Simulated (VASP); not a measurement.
# BaTe in VASP: further runs

Runs on BaTe. Level: PBE. Tasks: single point.

Program: VASP 6.6.1. These are calculated values, not measurements. Logs are shortened: lines on timing, memory, paths and dates and some standing lists are left out, and cuts for length are marked.

**1. The cell of the first run**

The typed cell holds 4 atoms: a = 8.686 Å, b = 8.686 Å, c = 8.686 Å, α = 33.41°, β = 33.41°, γ = 33.41°.

**2. Single point, PBE**

Input file INCAR:

```
SYSTEM = BaTe
ALGO = Normal
EDIFF = 1E-7
ENCUT = 520
GGA = PE
ISIF = 2
ISMEAR = 0
LASPH = .True.
LCHARG = .False.
LREAL = .False.
LWAVE = .False.
NBANDS = 24
NELM = 60
PREC = Accurate
SIGMA = 0.1
```

Input file KPOINTS:

```
k-points
0
Gamma
  6 6 6
  0 0 0
```

Input file POSCAR:

```
BaTe
1.0
    2.4967690027      1.4415102542      8.1937398103
   -2.4967690027      1.4415102542      8.1937398103
    0.0000000000     -2.8830205132      8.1937398095
Ba Te
2 2
Direct
    0.0000632014      0.0000632014      0.0000632014
    0.5000750465      0.5000750465      0.5000750465
    0.2497016698      0.2497016698      0.2497016698
    0.7501600723      0.7501600723      0.7501600723
```

Potentials or basis: VASP PAW PBE potentials, release 64 (Ba_sv, Te).

Run with:

```
cat potpaw_PBE.64/Ba_sv/POTCAR potpaw_PBE.64/Te/POTCAR > POTCAR
mpirun -np 1 vasp_std > vasp.out
```

OUTCAR:

```text
SYSTEM = BaTe
   EDIFF = 1E-7
   ENCUT = 520
   GGA = PE
   ISIF = 2
   ISMEAR = 0
   LASPH = .True.
   LREAL = .False.
   NELM = 60
   PREC = Accurate

 ion  position               nearest neighbor table
   1  0.000  0.000  0.000-   4 3.54   4 3.54   4 3.54   3 3.54   3 3.54   3 3.54
   2  0.500  0.500  0.500-   3 3.53   3 3.53   3 3.53   4 3.54   4 3.54   4 3.54
   3  0.250  0.250  0.250-   2 3.53   2 3.53   2 3.53   1 3.54   1 3.54   1 3.54
   4  0.750  0.750  0.750-   2 3.54   2 3.54   2 3.54   1 3.54   1 3.54   1 3.54

  LATTYP: Found a trigonal (rhomboedric) cell.
 ALAT       =     8.6861487061
 COS(alpha) =     0.8347535253

  Lattice vectors:

 A1 = (   2.4967690027,   1.4415102542,   8.1937398103)
 A2 = (  -2.4967690027,   1.4415102542,   8.1937398103)
 A3 = (   0.0000000000,  -2.8830205132,   8.1937398095)

Analysis of symmetry for initial positions (statically):
=====================================================================
 Subroutine PRICEL returns:
 Original cell was already a primitive cell.

 Routine SETGRP: Setting up the symmetry group for a
 trigonal (rhombohedral) supercell.

 Subroutine GETGRP returns: Found  6 space group operations
 (whereof  6 operations were pure point group operations)
 out of a pool of 12 trial point group operations.

The static configuration has the point symmetry C_3v.

Analysis of symmetry for dynamics (positions and initial velocities):
=====================================================================
 Subroutine PRICEL returns:
 Original cell was already a primitive cell.

 Routine SETGRP: Setting up the symmetry group for a
 trigonal (rhombohedral) supercell.

 Subroutine GETGRP returns: Found  6 space group operations
 (whereof  6 operations were pure point group operations)
 out of a pool of 12 trial point group operations.

The dynamic configuration has the point symmetry C_3v.

 Subroutine INISYM returns: Found  6 space group operations
 (whereof  6 operations are pure point group operations),
 and found     1 'primitive' translations

----------------------------------------------------------------------------------------

                                     Primitive cell

  volume of cell :     176.9414

  direct lattice vectors                    reciprocal lattice vectors
     2.496769003  1.441510254  8.193739810     0.200258814  0.115619480  0.040681464
    -2.496769003  1.441510254  8.193739810    -0.200258814  0.115619480  0.040681464
     0.000000000 -2.883020513  8.193739810     0.000000000 -0.231238961  0.040681464

  length of vectors
     8.686148706  8.686148706  8.686148706     0.234790201  0.234790201  0.234790201

  position of ions in fractional coordinates (direct lattice)
     0.000063201  0.000063201  0.000063201
     0.500075047  0.500075047  0.500075047
     0.249701670  0.249701670  0.249701670
     0.750160072  0.750160072  0.750160072

  ion indices of the primitive-cell ions
   primitive index   ion index
                 1           1
                 2           2
                 3           3
                 4           4

----------------------------------------------------------------------------------------

 KPOINTS: k-points

Automatic generation of k-mesh.
 Grid dimensions read from file:
 generate k-points for:    6    6    6

 Generating k-lattice:

  Cartesian coordinates                     Fractional coordinates (reciprocal lattice)
     0.033376469  0.019269913  0.006780244     0.166666667  0.000000000  0.000000000
    -0.033376469  0.019269913  0.006780244     0.000000000  0.166666667  0.000000000
     0.000000000 -0.038539827  0.006780244     0.000000000  0.000000000  0.166666667

  Length of vectors
     0.039131700  0.039131700  0.039131700

  Shift w.r.t. Gamma in fractional coordinates (k-lattice)
     0.000000000  0.000000000  0.000000000

 Subroutine IBZKPT returns following result:
 ===========================================

 Found     32 irreducible k-points:

 Following reciprocal coordinates:
            Coordinates               Weight
  0.000000  0.000000  0.000000      1.000000
  0.166667 -0.000000  0.000000      6.000000
  0.333333 -0.000000  0.000000      6.000000
  0.500000 -0.000000  0.000000      3.000000
  0.166667  0.166667  0.000000      6.000000
  0.333333  0.166667  0.000000     12.000000
[... 16 lines left out ...]
  0.500000  0.500000  0.166667      6.000000
 -0.333333  0.500000  0.166667     12.000000
 [... further k-points ...]
   k-points           NKPTS =     32   k-points in BZ     NKDIM =     32   number of bands    NBANDS=     24
   number of dos      NEDOS =    301   number of ions     NIONS =      4
   total plane-waves  NPLWV = 343000
   dimension x,y,z NGX =    70 NGY =   70 NGZ =   70
   dimension x,y,z NGXF=   140 NGYF=  140 NGZF=  140
   ions per type =               2   2
   NGX,Y,Z   is equivalent  to a cutoff of  13.40, 13.40, 13.40 a.u.
   NGXF,Y,Z  is equivalent  to a cutoff of  26.79, 26.79, 26.79 a.u.
 SYSTEM =  BaTe
   PREC   = accura    normal or accurate (medium, high low for compatibility)
   ISTART =      0    job   : 0-new  1-cont  2-samecut
   ICHARG =      2    charge: 1-file 2-atom 10-const
   ISPIN  =      1    spin polarized calculation?
   LNONCOLLINEAR =      F non collinear calculations
   LSORBIT =      F    spin-orbit coupling
   LASPH  =      T    aspherical Exc in radial PAW
   ENCUT  =  520.0 eV  38.22 Ry    6.18 a.u.  16.15 16.15 16.15*2*pi/ulx,y,z
   NELM   =     60;   NELMIN=  2; NELMDL= -5     # of ELM steps
   EDIFF  = 0.1E-06   stopping-criterion for ELM
   LREAL  =      F    real-space projection
   EDIFFG = 0.1E-05   stopping-criterion for IOM
   NSW    =      0    number of steps for IOM
   IBRION =     -1    ionic relax: 0-MD 1-quasi-New 2-CG
   NFREE  =      0    steps in history (QN), initial steepest desc. (CG)
   ISIF   =      2    stress and relaxation
   ISYM   =      2    0-nonsym 1-usesym 2-fastsym
   POTIM  = 0.5000    time-step for ionic-motion
   TEBEG  =    0.0;   TEEND  =   0.0 temperature during run
   PSTRESS=    0.0 pullay stress
   NELECT =      32.0000    total number of electrons
   NUPDOWN=      -1.0000    fix difference up-down
   EMIN   =  10.00;   EMAX   =-10.00  energy-range for DOS
   EFERMI =   0.00;   METHOD = LEGACY
   ISMEAR =     0;   SIGMA  =   0.10  broadening in eV -4-tet -1-fermi 0-gaus
   EFERMI_NEDOS =   21; number of points for ismear=-14 and -15
   IALGO  =     38    algorithm
   IMIX   =      4    mixing-type and parameters
     AMIX     =   0.40;   BMIX     =  1.00
     AMIX_MAG =   1.60;   BMIX_MAG =  1.00
  volume/ion in A,a.u.               =      44.24       298.51
  Fermi-wavevector in a.u.,A,eV,Ry     =   0.925795  1.749499 11.661512  0.857097
  Thomas-Fermi vector in A             =   2.051688
   LORBIT       =      0    0 simple, 1 ext, 2 COOP (PROOUT), +10 PAW based schemes
   GGA     = PE    functional components
   LHFCALC =     F    Hartree Fock is set to
   AEXX    =    0.0000 exact exchange contribution
   IVDW    =     0    specifies the selected vdW correction
   LEPSILON=     F    determine dielectric tensor
   LRPA    =     F    only Hartree local field effects (RPA)
 non-spin polarized calculation
 Gauss-broadening in eV      SIGMA  =   0.10
  energy-cutoff  :      520.00
  volume of cell :      176.94
 maximum number of plane-waves:      4795
 NGX is ok and might be reduce to    70

 number of electron      32.0000000 magnetization

 Free energy of the ion-electron system (eV)
  ---------------------------------------------------
  ext. energy  EPLUGINS =         0.00000000
  ---------------------------------------------------
  free energy    TOTEN  =       -17.25764421 eV

  energy without entropy =      -17.25764421  energy(sigma->0) =      -17.25764421

 E-fermi :   2.5992     XC(G=0):  -8.1215

 val. band max:        2.0888671442   @ k =   0.0000   0.0000   0.0000
 cond. band min:       3.6686697951   @ k =   0.5000   0.5000   0.0000
 fundamental gap:      1.5798026509
 Fermi energy:         2.5992200983

 k-point     1 :       0.0000    0.0000    0.0000
  band No.  band energies     occupation
      1     -25.0249      2.00000
      2     -25.0028      2.00000
      3     -10.5214      2.00000
      4     -10.1783      2.00000
      5     -10.1783      2.00000
      6     -10.1628      2.00000
[... 16 lines left out ...]
     23       6.2377      0.00000
     24       6.7546      0.00000

 k-point     2 :       0.1667   -0.0000    0.0000
  band No.  band energies     occupation
      1     -25.0227      2.00000
      2     -25.0012      2.00000
      3     -10.4711      2.00000
      4     -10.2470      2.00000
      5     -10.2148      2.00000
      6     -10.1875      2.00000
[... 16 lines left out ...]
     23       6.3643      0.00000
     24       6.7483      0.00000

 k-point     3 :       0.3333   -0.0000    0.0000
  band No.  band energies     occupation
      1     -25.0182      2.00000
      2     -24.9982      2.00000
      3     -10.3827      2.00000
      4     -10.3720      2.00000
      5     -10.2930      2.00000
      6     -10.2053      2.00000
[... 16 lines left out ...]
     23       6.8467      0.00000
     24       6.8781      0.00000
[... 514 lines left out ...]
 k-point    23 :       0.5000    0.5000    0.1667
  band No.  band energies     occupation
      1     -25.0180      2.00000
      2     -24.9984      2.00000
      3     -10.4575      2.00000
      4     -10.3522      2.00000
      5     -10.2315      2.00000
      6     -10.2239      2.00000
[... 16 lines left out ...]
     23       7.1182      0.00000
     24       7.4676      0.00000

 k-point    24 :      -0.3333    0.5000    0.1667
  band No.  band energies     occupation
      1     -25.0160      2.00000
      2     -24.9966      2.00000
      3     -10.4657      2.00000
      4     -10.3584      2.00000
      5     -10.2595      2.00000
      6     -10.2216      2.00000
[... 16 lines left out ...]
     23       7.2714      0.00000
     24       7.3318      0.00000

 [... further k-points ...]

------------------------ aborting loop because EDIFF is reached ----------------------------------------

  FORCE on cell =-STRESS in cart. coord.  units (eV):
  Direction    XX          YY          ZZ          XY          YZ          ZX
  --------------------------------------------------------------------------------------
  -------------------------------------------------------------------------------------
  Total        0.2540350      0.2540350      0.1295054      0.0000000      0.0000000      0.0000000
  in kB        2.3002477      2.3002477      1.1726518      0.0000000      0.0000000      0.0000000
  external PRESSURE =       1.9243824 kB  Pullay stress =       0.0000000 kB

 VOLUME and BASIS-vectors are now :
 -----------------------------------------------------------------------------
  energy-cutoff  :      520.00
  volume of cell :      176.94
      direct lattice vectors                 reciprocal lattice vectors
     2.496769003  1.441510254  8.193739810     0.200258814  0.115619480  0.040681464
    -2.496769003  1.441510254  8.193739810    -0.200258814  0.115619480  0.040681464
     0.000000000 -2.883020513  8.193739810     0.000000000 -0.231238961  0.040681464

 POSITION                                       TOTAL-FORCE (eV/Angst)
 -----------------------------------------------------------------------------------
      0.00000     -0.00000      0.00155         0.000000      0.000000     -0.005719
      0.00000     -0.00000     12.29245         0.000000      0.000000     -0.007661
      0.00000     -0.00000      6.13797         0.000000     -0.000000      0.031277
      0.00000     -0.00000     18.43985         0.000000      0.000000     -0.017896
 -----------------------------------------------------------------------------------
    total drift:                                0.000000     -0.000000     -0.000030

  FREE ENERGIE OF THE ION-ELECTRON SYSTEM (eV)
  ---------------------------------------------------
  free  energy   TOTEN  =       -17.2576442102 eV

  energy  without entropy=      -17.2576442102  energy(sigma->0) =      -17.25764421
```

Run time: 3.3 min. Hardware: 1 thread of Intel Xeon 6975P-C (Granite Rapids), shared host; peak memory 0.7 GiB.

What came out:

- Free energy: -17.2576 eV
- Pressure: 0.2 GPa
- Largest force: 0.031 eV/Å
- Band gap on the k mesh: 1.58 eV

Forces in eV/Å, atoms in the order of the input:
```
Ba   0.000  0.000 -0.006
Ba   0.000  0.000 -0.008
Te   0.000  0.000  0.031
Te   0.000  0.000 -0.018
```

Levels at points of the mesh, in eV from the valence-band top:
```csv
k point,band 12,band 13,band 14,band 15,band 16,band 17,band 18,band 19,band 20,band 21
"(0.00, 0.00, 0.00)",-1.06,-1.06,-0.02,0.00,0.00,2.78,2.92,2.95,2.95,3.52
"(0.50, 0.00, 0.00)",-1.56,-0.98,-0.98,-0.76,-0.75,2.68,2.69,4.89,4.89,5.14
"(0.50, 0.50, 0.00)",-1.13,-1.09,-1.07,-0.39,-0.38,1.58,4.14,4.37,4.50,4.67
"(0.50, 0.50, 0.50)",-1.33,-0.63,-0.63,-0.62,-0.62,3.10,3.11,3.63,3.63,3.63
```

Caveat: spin-orbit coupling is left out, which moves the levels of the heavy elements. Expect the measured gap to be larger: semilocal functionals such as PBE lack the derivative discontinuity.

**3. Single point, PBE**

This run uses another cell than the first one: it holds 8 atoms, not 4.

Input file INCAR:

```
PREC = Accurate ; ENCUT = 520
EDIFF = 1E-6 ; ISMEAR = 0
SIGMA = 0.1 ; LREAL = F
LASPH = T ; NELM = 80
ALGO = Normal ; ISIF = 2
LWAVE = F ; LCHARG = F
GGA = PE ; NBANDS = 42
```

Input file KPOINTS:

```
Automatic mesh
0
Gamma
  4 2 2
```

Input file POSCAR:

```
BaTe
1.0
   -3.5325585081      0.0000000000     -3.5325585081
   -3.5325585081     -7.0651170163      3.5325585081
   -3.5325585081      7.0651170163      3.5325585081
Ba Te
4 4
Direct
    0.5000000000      0.5000000000      1.0000000000
    1.0000000000      1.0000000000      0.0000000000
    0.0000000000      0.5000000000      0.5000000000
    0.5000000000      1.0000000000      0.5000000000
    0.0000000000      0.7500000000      0.2500000000
    0.5000000000      0.2500000000      0.2500000000
    0.5000000000      0.7500000000      0.7500000000
    0.0000000000      0.2500000000      0.7500000000
```

Potentials or basis: VASP PAW PBE potentials, release 64 (Ba_sv, Te).

Run with:

```
cat potpaw_PBE.64/Ba_sv/POTCAR potpaw_PBE.64/Te/POTCAR > POTCAR
mpirun -np 1 vasp_std > vasp.out
```

Run time: 60 s. Hardware: 1 thread of Intel Xeon 6975P-C (Granite Rapids), shared host; peak memory 0.46 GiB.

The run converged. Its results:

```
Free energy            : -34.4979 eV
Pressure               : 0.3 GPa
Band gap on the k mesh : 1.58 eV
```

Levels at points of the mesh, in eV from the valence-band top:
```
           k point  band 29  band 30  band 31  band 32  band 33  band 34  band 35  band 36
(0.00, 0.00, 0.00)    -0.38     0.00     0.00     0.00     1.58     2.80     2.94     2.94
(0.50, 0.00, 0.00)    -0.93    -0.93    -0.76    -0.76     3.50     3.50     3.50     3.50
(0.00, 0.50, 0.00)    -0.64    -0.64    -0.64    -0.64     2.69     2.69     3.11     3.11
(0.50, 0.50, 0.00)    -0.76    -0.76    -0.76    -0.76     2.69     2.69     2.69     2.69
(0.00, 0.50, 0.50)    -0.30    -0.30    -0.30    -0.30     2.12     2.12     3.67     3.67
(0.50, 0.50, 0.50)    -0.38    -0.38    -0.38    -0.38     1.58     1.58     4.15     4.15
```

Caveat: spin-orbit coupling is left out, which moves the levels of the heavy elements. A k mesh can miss the band edges.

(Continued in part 2 of 2.)
